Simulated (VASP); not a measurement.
Wanted: the native input for a VASP 6.6.1 run.

- Task: relaxation of cell and atoms
- Functional: PBE
- Potentials or basis: VASP PAW PBE potentials, release 64 (Sr_sv, Ti_sv, C)
- Cutoff: 600 eV
- k mesh: 4 × 4 × 4
- Occupations: gaussian, width 0.1 eV
- Spin: no spin polarisation
- Dipole correction: no
- Further INCAR settings: ALGO = Normal; EDIFF = 1e-06; IBRION = 2; EDIFFG = -0.04; NSW = 90; ISIF = 3

The structure of SrTiC lies in POSCAR:

```
SrTiC
1.0
    3.7709579200      0.0000000000      0.0000000000
    0.0000000000      3.7709579200      0.0000000000
    0.0000000000      0.0000000000      4.9545659500
Sr Ti C
1 1 1
Direct
    0.5000000000      0.5000000000      0.9396380600
    0.0000000000      0.0000000000      0.8879411900
    0.5000000000      0.5000000000      0.5049106300
```

The cell was built from a structure type or drawn by symmetry, and may not be a known phase.

These files were run (other wordings do the same):

INCAR

```
SYSTEM = SrTiC
  PREC = Accurate
  ENCUT = 600
  EDIFF = 1E-6
  ISMEAR = 0
  SIGMA = 0.1
  LREAL = .False.
  LASPH = .True.
  NELM = 60
  ALGO = Normal
  ISIF = 3
  LWAVE = .False.
  LCHARG = .False.
  GGA = PE
  IBRION = 2
  NSW = 90
  EDIFFG = -0.04
```

KPOINTS

```
regular mesh
0
Gamma
  4 4 4
  0 0 0
```

Potentials or basis: VASP PAW PBE potentials, release 64 (Sr_sv, Ti_sv, C).

The run is started by

```console
$ cat potpaw_PBE.64/Sr_sv/POTCAR potpaw_PBE.64/Ti_sv/POTCAR potpaw_PBE.64/C/POTCAR > POTCAR
$ mpirun -np 1 vasp_std > vasp.out
```

Results of the run:

| Quantity | Value |
| --- | --- |
| Relaxed volume | 17.95 Å³/atom |
| Relaxed cell | a = 3.105 Å, b = 3.105 Å, c = 5.585 Å, α = 90.00°, β = 90.00°, γ = 90.00° |
| Space group after relaxing (to 0.1 Å) | P4/mmm (No. 123) |
| Energy gained by relaxing | 3266.3 meV/atom |
| Ionic steps | 24 |
| Pressure after relaxing | 0.0 GPa |
| Largest force after relaxing | 0.032 eV/Å |
| Band gap on the k mesh | zero (bands 13 and 14 overlap by 1.55 eV) |

Caveat: the k points lie up to 0.51 Å⁻¹ apart in the final cell, too coarse for converged energies and pressures of a metal; the volume moved by over 15 % at a fixed basis, so the end points are rough.

Run time: 4.1 min on 1 thread of Intel(R) Xeon(R) 6975P-C (Granite Rapids) (shared host), peak memory 0.22 GiB.
